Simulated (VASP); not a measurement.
Crystal: Te.

```xyz
4
Lattice="4.7775 0.0000 0.0000 0.0000 4.7775 0.0000 0.0000 0.0000 4.7775" Properties=species:S:1:pos:R:3 pbc="T T T"
Te    4.1803    0.5972    2.9859
Te    1.7916    1.7916    1.7916
Te    0.5972    2.9859    4.1803
Te    2.9859    4.1803    0.5972
```

The cell was built from a structure type or drawn by symmetry, and may not be a known phase.

- Program: VASP 6.6.1
- Task: relaxation of cell and atoms
- Functional: PBE
- Potentials or basis: VASP PAW PBE potentials, release 64 (Te)
- Cutoff: 600 eV
- k mesh: 4 × 4 × 4
- Occupations: gaussian, width 0.1 eV
- Spin: no spin polarisation

At the start: pressure 20.2 GPa; volume 27.26 Å³/atom.

**Question.** How do energy, volume and symmetry change on relaxing?

**Answer.** Over 3 steps the energy falls by 416.1 meV/atom and the volume is 35.71 Å³/atom (+31.0 %); space group P4_132 (No. 213, to 0.1 Å) before and after.

The path:
```csv
step,energy change (eV),largest force (eV/Å),pressure (GPa),volume (Å³)
1,0.0000,0.0000,20.19,109.04
2,-1.1107,0.0000,-4.92,172.75
3,-1.6644,0.0000,-0.04,142.83
```

Final structure:
```xyz
4
Lattice="5.2273 0.0000 0.0000 0.0000 5.2273 0.0000 0.0000 0.0000 5.2273" Properties=species:S:1:pos:R:3 pbc="T T T"
Te    4.5739    0.6534    3.2671
Te    1.9602    1.9602    1.9602
Te    0.6534    3.2671    4.5739
Te    3.2671    4.5739    0.6534
```

Caveat: the volume moved by over 15 % at a fixed basis, so the end points are rough.
